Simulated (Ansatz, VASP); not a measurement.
**One calculation of KGeF3, two programs**

```
CELL_PARAMETERS angstrom
4.38753 -0.06581 0.00000
-0.06581 4.38753 0.00000
0.00000 0.00000 4.38753
ATOMIC_POSITIONS crystal
K 0.00000 0.00000 0.00000
Ge 0.50000 0.50000 0.50000
F 0.50000 0.50000 0.00000
F 0.50000 0.00000 0.50000
F 0.00000 0.50000 0.50000
```

Change from the starting cell: shear_xy strain -3.0%.

Alike in both runs: task single point; functional PBE; k mesh 6 × 6 × 6; occupations fermi-dirac, width 0.02 eV; no spin polarisation.

|  | VASP | Ansatz |
| --- | --- | --- |
| version | VASP 6.6.1 | Ansatz 0.2.0 |
| potentials or method | VASP PAW PBE potentials, release 64 (K_sv, Ge_d, F) | plane waves, PAW |
| plane-wave cutoff (eV) | 520 | 420 |
| valence electrons in the cell | 44 | 44 |

Ansatz gave:

| Property | Result |
| --- | --- |
| gap on the k mesh at the Fermi level (eV) | 1.69 |
| pressure (GPa) | 2.4 |
| traceless stress, the component that is largest in VASP (GPa) | 0.38 |

Question: What did VASP give for the same quantities?

Answer: gap on the k mesh at the Fermi level (eV): 1.68; pressure (GPa): 2.3; traceless stress, the component that is largest in VASP (GPa): 0.38.
